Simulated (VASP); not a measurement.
The system is AlGa7AsP7.

```
Ga Al P As
1.0
    10.93352    0.00000    0.00000
     0.00000   10.93352    0.00000
     0.00000    0.00000   10.93352
Ga Al P As
28 4 28 4
Direct
  0.00068 0.00057 0.00195
  0.00055 0.99808 0.49805
  0.99872 0.50031 0.99954
  0.00003 0.50224 0.49918
  0.49974 0.99998 0.00019
  0.50206 0.00069 0.50024
  0.50083 0.49753 0.50112
  0.24689 0.24921 0.00113
  0.24996 0.74595 0.00423
  0.24856 0.75298 0.49972
  0.74908 0.24902 0.99990
  0.75525 0.24872 0.49592
  0.74930 0.74881 0.00235
  0.75030 0.75012 0.49893
  0.25265 0.99752 0.25320
  0.24620 0.50112 0.25054
  0.25017 0.50028 0.74667
  0.75139 0.00030 0.25145
  0.75347 0.00186 0.74971
  0.74928 0.49997 0.24730
  0.74963 0.50407 0.75081
  0.99873 0.24988 0.24831
  0.99847 0.74935 0.24815
  0.99902 0.74833 0.74815
  0.49956 0.25095 0.24998
  0.49550 0.24963 0.74913
  0.49976 0.75072 0.25018
  0.49781 0.75093 0.74823
  0.49885 0.50008 0.00078
  0.25015 0.25043 0.50106
  0.24979 0.00083 0.74961
  0.00089 0.24933 0.74901
  0.12242 0.12448 0.12382
  0.12127 0.12559 0.62582
  0.12259 0.62482 0.12560
  0.12209 0.62218 0.62668
  0.62626 0.12248 0.62357
  0.62694 0.62310 0.12723
  0.62389 0.62386 0.62507
  0.37471 0.37389 0.12681
  0.37161 0.37457 0.62715
  0.37469 0.87768 0.12776
  0.37278 0.87349 0.62175
  0.87518 0.37351 0.12317
  0.87563 0.37556 0.62507
  0.87535 0.87602 0.12757
  0.87445 0.87315 0.62400
  0.37642 0.12510 0.37348
  0.37674 0.62496 0.37744
  0.37708 0.62220 0.87240
  0.87352 0.62631 0.37464
  0.87416 0.62815 0.87402
  0.12350 0.37651 0.37514
  0.12685 0.37618 0.87671
  0.12376 0.87755 0.37700
  0.12662 0.87538 0.87541
  0.62664 0.37570 0.37728
  0.62869 0.37244 0.87107
  0.62539 0.87498 0.37628
  0.62188 0.87654 0.87318
  0.62799 0.12405 0.12819
  0.37418 0.12563 0.87452
  0.87611 0.12715 0.37397
  0.87599 0.12426 0.87465
```

| Property | Result |
| --- | --- |
| Program | VASP 6.6.1 |
| Task | relaxation of volume and atoms at fixed shape |
| Functional | PBEsol |
| Potentials or basis | VASP PAW PBE potentials, release 64 (Ga_d, Al, P, As) |
| Cutoff | 500 eV |
| k mesh | 1 × 1 × 1, shifted |
| Occupations | fermi-dirac, width 0.05 eV |
| Spin | no spin polarisation |

At the start: pressure 0.3 GPa; volume 20.42 Å³/atom.

Task: How do energy, volume and symmetry change on relaxing?

Result: Over 12 steps the energy falls by 12.4 meV/atom and the volume is 20.44 Å³/atom (+0.1 %); space group P1 (No. 1, to 0.1 Å) before and after.

Step by step:
| step | energy change (eV) | largest force (eV/Å) | pressure (GPa) | volume (Å³) |
| --- | --- | --- | --- | --- |
| 1 | 0.0000 | 1.6623 | 0.27 | 1307.01 |
| 2 | -0.6384 | 0.3396 | -0.29 | 1313.51 |
| 3 | -0.6678 | 0.4603 | -0.40 | 1315.28 |
| 4 | -0.7438 | 0.1630 | 0.18 | 1305.74 |
| 5 | -0.7489 | 0.1636 | 0.38 | 1302.46 |
| 6 | -0.7778 | 0.1127 | -0.04 | 1309.02 |
| 7 | -0.7786 | 0.1203 | -0.12 | 1310.23 |
| 8 | -0.7879 | 0.0529 | -0.02 | 1308.64 |
| 9 | -0.7889 | 0.0527 | 0.03 | 1307.87 |
| 10 | -0.7916 | 0.0346 | 0.01 | 1308.29 |
| 11 | -0.7920 | 0.0356 | -0.01 | 1308.51 |
| 12 | -0.7932 | 0.0214 | 0.00 | 1308.38 |

Final structure:
```
CELL_PARAMETERS angstrom
10.93733 0.00000 0.00000
0.00000 10.93733 0.00000
0.00000 0.00000 10.93733
ATOMIC_POSITIONS crystal
Ga 0.00355 0.99607 0.00390
Ga 0.00286 0.99585 0.50281
Ga 0.99955 0.50249 0.99940
Ga 0.99956 0.50151 0.49909
Ga 0.49902 0.99327 0.99981
Ga 0.50012 0.99990 0.49948
Ga 0.49949 0.50132 0.50037
Ga 0.24726 0.25359 0.00364
Ga 0.25022 0.74809 0.00087
Ga 0.25028 0.74866 0.49949
Ga 0.75012 0.25605 0.99939
Ga 0.74749 0.25387 0.50286
Ga 0.74962 0.74914 0.99980
Ga 0.74955 0.74841 0.50022
Ga 0.25102 0.99957 0.25092
Ga 0.24940 0.50192 0.25084
Ga 0.25042 0.50111 0.75004
Ga 0.75051 0.99322 0.25105
Ga 0.74687 0.99634 0.74694
Ga 0.74997 0.50076 0.25021
Ga 0.75005 0.50258 0.74999
Ga 0.00289 0.25398 0.24641
Ga 0.00034 0.74880 0.25039
Ga 0.99933 0.74884 0.75083
Ga 0.49623 0.25378 0.25444
Ga 0.50269 0.25308 0.74681
Ga 0.49961 0.74863 0.25097
Ga 0.49911 0.74928 0.74912
Al 0.49922 0.50005 0.99968
Al 0.24958 0.25000 0.49923
Al 0.24637 0.99556 0.74666
Al 0.00338 0.25414 0.74634
P 0.12619 0.12455 0.12625
P 0.12562 0.12478 0.62398
P 0.12464 0.62476 0.12520
P 0.12464 0.62498 0.62491
P 0.62439 0.12485 0.62386
P 0.62449 0.62475 0.12508
P 0.62417 0.62510 0.62498
P 0.37345 0.37720 0.12693
P 0.37454 0.37622 0.62389
P 0.37401 0.87219 0.12631
P 0.37525 0.87360 0.62319
P 0.87551 0.37813 0.12418
P 0.87456 0.37860 0.62473
P 0.87556 0.87154 0.12514
P 0.87468 0.87218 0.62483
P 0.37460 0.12454 0.37599
P 0.37470 0.62466 0.37525
P 0.37474 0.62534 0.87454
P 0.87448 0.62511 0.37466
P 0.87428 0.62557 0.87499
P 0.12508 0.37694 0.37472
P 0.12505 0.37785 0.87559
P 0.12586 0.87320 0.37482
P 0.12506 0.87169 0.87601
P 0.62413 0.37742 0.37604
P 0.62516 0.37765 0.87316
P 0.62400 0.87235 0.37614
P 0.62431 0.87190 0.87374
As 0.62367 0.12503 0.12627
As 0.37340 0.12499 0.87392
As 0.87623 0.12548 0.37575
As 0.87654 0.12418 0.87416
```

Caveat: the PAW data sets were made with another functional, which shifts forces and pressure a little.
